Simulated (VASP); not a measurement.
A run of VASP 6.6.1 is set up as follows.

INCAR

```
PREC     = Accurate       # precision mode
ENCUT    = 520            # plane-wave cutoff, eV
EDIFF    = 1E-8           # SCF threshold, eV
ISMEAR   = -1             # smearing method
SIGMA    = 0.03           # smearing width, eV
LREAL    = False          # projectors in reciprocal space
LASPH    = True           # aspherical terms in the spheres
NELM     = 80             # most SCF steps
ALGO     = Normal         # electronic algorithm
ISIF     = 2              # what is computed and relaxed
LWAVE    = False          # write WAVECAR
LCHARG   = False          # write CHGCAR
GGA      = PE             # functional
LEFG     = True         
NBANDS   = 11             # bands
```

The input KPOINTS:

```
Automatic mesh
0
Gamma
  13 13 13
```

File POSCAR:

```
BN
1.0
    0.0000000000      1.7532750000      1.8075000000
    1.7532750000      0.0000000000      1.8075000000
    1.7532750000      1.7532750000      0.0000000000
B N
1 1
Direct
    0.0000000000      0.0000000000      0.0000000000
    0.7500000000      0.7500000000      0.7500000000
```

Potentials or basis: VASP PAW PBE potentials, release 64 (B, N).

Command:

```console
$ cat potpaw_PBE.64/B/POTCAR potpaw_PBE.64/N/POTCAR > POTCAR
$ mpirun -np 1 vasp_std > vasp.out
```

Question: Estimate the band gap on the k mesh.

Answer: 4.31 eV, indirect (least direct gap 8.94 eV).

Question: Estimate the pressure.

Answer: 29.5 GPa.

Electric field gradients, principal values (V/Å²):
```csv
atom,least,middle,greatest (by size)
1 B,0.536,0.536,-1.073
2 N,-2.609,-2.613,5.222
```

Caveat: the cell differs from its parent crystal (equal xx and yy strain of -3 %); without QUAD_EFG the Cq values of the log hold for a quadrupole moment of 1 mb, not for the nuclei. A k mesh can miss the band edges.
